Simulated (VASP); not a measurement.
Write the native input for VASP 6.6.1 that does the following.

```
Task                   : single point
Functional             : PBE
Dispersion             : D3(BJ)
Potentials or basis    : VASP PAW PBE potentials, release 64 (O, H, Li_sv)
Cutoff                 : 520 eV
k mesh                 : 1 × 1 × 1
Occupations            : fermi-dirac, width 0.05 eV
Spin                   : no spin polarisation
Dipole correction      : no
Further INCAR settings : LREAL = Auto; ALGO = Normal; EDIFF = 1e-06; NBANDS = 45
```

The structure of LiH13O7 lies in POSCAR:

```
LiH13O7
1.0
    6.0731780000      0.0000000000      0.0000000000
    0.0000000000      6.0731780000      0.0000000000
    0.0000000000      0.0000000000      6.0731780000
O H Li
7 13 1
Direct
    0.7696629343      0.7858817904      0.7452440880
    0.7839058891      0.2694799988      0.9101659790
    0.4075954961      0.6421679062      0.4418115194
    0.3084875826      0.9847233195      0.8471676608
    0.1432363748     -0.0765332417      0.2716370243
    0.6799734834      0.1189657211      0.4023099603
    0.1443560521      0.2344571491      0.5712165855
    0.9072515247      0.8317556311      0.6977895263
    0.7290910953      0.6884698588      0.6180619109
    0.9255780087      0.2669607247      0.8499503884
    0.7436304353      0.4204388543      0.8709443392
    0.3331040190      0.7572147564      0.3501132356
    0.4596440282      0.5289816962      0.3414357360
    0.2294186009      1.1297380054      0.6921911395
    0.3424730841      0.8565531918      0.7726926495
    0.1769419569     -0.0340842966      0.1166605030
    0.1368311615      0.0652376729      0.3497509870
    0.8457680641      0.1356785525      0.3748449329
    0.6454116774     -0.0053020017      0.3151891810
    0.2088033646      0.3752236473      0.5705250200
    0.5886539140      1.0691107687      0.7584332289
```

These files were run (other wordings do the same):

INCAR

```
SYSTEM = LiH13O7
PREC     = Accurate       ! precision mode
ENCUT    = 520            ! plane-wave cutoff, eV
EDIFF    = 1E-6           ! SCF threshold, eV
ISMEAR   = -1             ! smearing method
SIGMA    = 0.05           ! smearing width, eV
LREAL    = Auto         
LASPH    = .TRUE.         ! aspherical terms in the spheres
NELM     = 80             ! most SCF steps
ALGO     = Normal         ! electronic algorithm
ISIF     = 2              ! what is computed and relaxed
LWAVE    = .FALSE.        ! write WAVECAR
LCHARG   = .FALSE.        ! write CHGCAR
GGA      = PE             ! functional
IVDW     = 12             ! dispersion correction
NBANDS   = 45             ! bands
```

KPOINTS

```
regular mesh
0
G
  1 1 1
  0 0 0
```

Potentials or basis: VASP PAW PBE potentials, release 64 (O, H, Li_sv).

Run with:

```sh
$ cat potpaw_PBE.64/O/POTCAR potpaw_PBE.64/H/POTCAR potpaw_PBE.64/Li_sv/POTCAR > POTCAR
$ mpirun -np 1 vasp_gam > vasp.out
```

It gave:

| Quantity | Value |
| --- | --- |
| Largest force | 3.085 eV/Å |
| Dispersion energy per atom | -0.038 eV |

Caveat: the k points lie up to 1.03 Å⁻¹ apart.

Wall time 50 s on 1 thread of Intel Xeon 8259CL, with other jobs on the host, peak memory 0.32 GiB.
